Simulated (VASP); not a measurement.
# GaAs (F-43m) in VASP: notebook, part 2 of 2

VASP 6.6.1.

**4. Single point, PBEsol**

INCAR

```
PREC = Accurate
ENCUT = 520
EDIFF = 1E-7
ISMEAR = 0
SIGMA = 0.02
LREAL = False
LASPH = True
NELM = 100
ALGO = Normal
ISIF = 2
LWAVE = False
LCHARG = False
GGA = PS
NBANDS = 16
```

KPOINTS

```
Automatic mesh
0
Gamma
  12 12 12
```

POSCAR

```
GaAs
1.0
    0.0000000000      2.8295586673      2.8295586673
    2.8295586673      0.0000000000      2.8295586673
    2.8295586673      2.8295586673      0.0000000000
Ga As
1 1
Direct
    0.0000000000      0.0000000000      0.0000000000
    0.7500000000      0.7500000000      0.7500000000
```

Potentials or basis: VASP PAW PBE potentials, release 64 (Ga_d, As).

The run is started by

```bash
$ cat potpaw_PBE.64/Ga_d/POTCAR potpaw_PBE.64/As/POTCAR > POTCAR
$ mpirun -np 1 vasp_std > vasp.out
```

OUTCAR:

```text
PREC = Accurate
   ENCUT = 520
   EDIFF = 1E-7
   ISMEAR = 0
   LREAL = False
   LASPH = True
   NELM = 100
   ISIF = 2
   GGA = PS

 ion  position               nearest neighbor table
   1  0.000  0.000  0.000-   2 2.45   2 2.45   2 2.45   2 2.45
   2  0.750  0.750  0.750-   1 2.45   1 2.45   1 2.45   1 2.45

  LATTYP: Found a face centered cubic cell.
 ALAT       =     5.6591173346

  Lattice vectors:

 A1 = (   0.0000000000,   2.8295586673,   2.8295586673)
[... 642 lines left out ...]

------------------------ aborting loop because EDIFF is reached ----------------------------------------

  FORCE on cell =-STRESS in cart. coord.  units (eV):
  Direction    XX          YY          ZZ          XY          YZ          ZX
  --------------------------------------------------------------------------------------
  -------------------------------------------------------------------------------------
  Total        0.0452940      0.0452940      0.0452940      0.0000000      0.0000000      0.0000000
  in kB        1.6016407      1.6016407      1.6016407      0.0000000      0.0000000      0.0000000
  external PRESSURE =       1.6016407 kB  Pullay stress =       0.0000000 kB

 VOLUME and BASIS-vectors are now :
 -----------------------------------------------------------------------------
  energy-cutoff  :      520.00
  volume of cell :       45.31
      direct lattice vectors                 reciprocal lattice vectors
     0.000000000  2.829558667  2.829558667    -0.176706002  0.176706002  0.176706002
     2.829558667  0.000000000  2.829558667     0.176706002 -0.176706002  0.176706002
     2.829558667  2.829558667  0.000000000     0.176706002  0.176706002 -0.176706002

 POSITION                                       TOTAL-FORCE (eV/Angst)
 -----------------------------------------------------------------------------------
      0.00000      0.00000      0.00000         0.000000      0.000000      0.000000
      4.24434      4.24434      4.24434        -0.000000     -0.000000     -0.000000
 -----------------------------------------------------------------------------------
    total drift:                               -0.000000     -0.000000     -0.000000

  FREE ENERGIE OF THE ION-ELECTRON SYSTEM (eV)
  ---------------------------------------------------
  free  energy   TOTEN  =        -9.0925274541 eV

  energy  without entropy=       -9.0925274541  energy(sigma->0) =       -9.09252745
```

OSZICAR:

```text
N       E                     dE             d eps       ncg     rms          rms(c)
DAV:   1     0.815088291341E+02    0.81509E+02   -0.89439E+03  2368   0.153E+03
DAV:   2    -0.280911728709E+01   -0.84318E+02   -0.80453E+02  2616   0.307E+02
DAV:   3    -0.919549136304E+01   -0.63864E+01   -0.63659E+01  2784   0.658E+01
DAV:   4    -0.928927691441E+01   -0.93786E-01   -0.93772E-01  2912   0.876E+00
DAV:   5    -0.929063297852E+01   -0.13561E-02   -0.13560E-02  2864   0.954E-01    0.293E+00
DAV:   6    -0.912552453124E+01    0.16511E+00   -0.22451E-01  3552   0.916E+00    0.173E+00
DAV:   7    -0.909412219245E+01    0.31402E-01   -0.58575E-02  3480   0.202E+00    0.534E-01
DAV:   8    -0.909231461931E+01    0.18076E-02   -0.92262E-03  2864   0.109E+00    0.105E-01
DAV:   9    -0.909247562655E+01   -0.16101E-03   -0.68510E-04  2904   0.324E-01    0.421E-02
DAV:  10    -0.909250689489E+01   -0.31268E-04   -0.50227E-05  3424   0.711E-02    0.226E-02
DAV:  11    -0.909252744194E+01   -0.20547E-04   -0.23687E-05  2632   0.489E-02    0.263E-03
DAV:  12    -0.909252745409E+01   -0.12158E-07   -0.86751E-07  2976   0.140E-02
   1 F= -.90925275E+01 E0= -.90925275E+01  d E =-.768713E-32
```

stdout:

```text
POSCAR found type information on POSCAR GaAs
 POSCAR found :  2 types and       2 ions
 scaLAPACK will be used
 -----------------------------------------------------------------------------
|                                                                             |
|                                                                             |
|     You enforced a specific xc type in the INCAR file but a different       |
|     I HOPE YOU KNOW WHAT YOU ARE DOING!                                     |
|                                                                             |
 -----------------------------------------------------------------------------

 LDA part: xc-table for (Slater+PW92), standard interpolation
 POSCAR, INCAR and KPOINTS ok, starting setup
 FFT: planning ... GRIDC
 FFT: planning ... GRID_SOFT
 FFT: planning ... GRID
 WAVECAR not read
 entering main loop
```

It took 54 s on 1 thread of Intel Xeon Platinum 8259CL at 2.50GHz (Skylake/Cascade Lake), shared host; peak memory 0.2 GiB.

Results:

```yaml
Free_energy: -9.0925 eV
Pressure: 0.2 GPa
Band_gap_on_the_k_mesh: 0.43 eV
```

Caveat: semilocal functionals underestimate gaps, and a narrow one can read as zero; the PAW data sets were made with another functional, which shifts forces and pressure a little. A k mesh can miss the band edges.

**5. Overview**

| task | cell | cutoff (eV) | smearing | gap on the mesh (eV) | pressure (GPa) |
| --- | --- | --- | --- | --- | --- |
| relaxation of cell and atoms | relaxed to 16 GPa from a = 4.002 Å, angles 60.0°, 2 atoms | 600 | gaussian 0.01 eV | 1.01 | 16.0 |
| single point | a = 3.975 Å, angles 60.0°, 2 atoms | 520 | gaussian 0.01 eV | 0.59 | 1.6 |
| single point | a = 4.002 Å, angles 60.0°, 2 atoms | 520 | gaussian 0.02 eV | 0.43 | 0.2 |

Alike in all rows: level PBEsol; potentials or basis VASP PAW PBE potentials, release 64 (Ga_d, As); no spin polarisation; k mesh 12 × 12 × 12.

Caveats: the PAW data sets were made with another functional, which shifts forces and pressure a little; semilocal functionals underestimate gaps, and a narrow one can read as zero (at least some runs); the cell is relaxed towards a set pressure, so the run minimises the enthalpy, not the energy (at least some runs).

Absolute energies hang on the potentials; compare differences alone.
